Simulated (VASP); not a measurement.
Here is a VASP 6.6.1 calculation.

Contents of INCAR:

```
SYSTEM = AlP8
PREC = Accurate ; ENCUT = 520
EDIFF = 1E-6 ; ISMEAR = 0
SIGMA = 0.1 ; LREAL = .False.
LASPH = .True. ; NELM = 60
ALGO = Normal ; ISIF = 2
LWAVE = .False. ; LCHARG = .True.
GGA = PE ; IVDW = 12
LELF = .True. ; LVHAR = .True.
NBANDS = 32
```

The input KPOINTS:

```
Automatic mesh
0
Gamma
  6 2 4
  0 0 0
```

Contents of POSCAR:

```
AlP8
1.0
    3.2418896813      0.0000000000      0.0000000000
    0.0000000000     10.8905202914      0.0000000000
    0.0000000000      0.0000000000      4.5086656434
Al P
1 8
Direct
    0.0000000000      0.0000000000      0.7042004611
    0.5000000000      0.8519862998      0.4331201670
    0.0000000000      0.8413047281      0.0735819263
    0.5000000000      0.6493486112      0.5661818666
    0.0000000000      0.6470002850      0.9050158146
    0.5000000000      0.3506513888      0.5661818666
    0.0000000000      0.3529997150      0.9050158146
    0.5000000000      0.1480137002      0.4331201670
    0.0000000000      0.1586952719      0.0735819263
```

Potentials or basis: VASP PAW PBE potentials, release 64 (Al, P).

Run with:

```sh
$ cat potpaw_PBE.64/Al/POTCAR potpaw_PBE.64/P/POTCAR > POTCAR
$ mpirun -np 1 vasp_std > vasp.out
```

Task: What does it give for the pressure?

Result: -0.2 GPa.

Task: Predict the dispersion energy per atom.

Result: -0.389 eV.

Forces on the atoms (eV/Å):
```
Al   0.000  0.000 -0.031
P    0.000 -0.038  0.020
P    0.000 -0.030  0.017
P    0.000  0.064  0.052
P    0.000 -0.005 -0.072
P    0.000 -0.064  0.052
P    0.000  0.005 -0.072
P    0.000  0.038  0.020
P    0.000  0.030  0.017
```
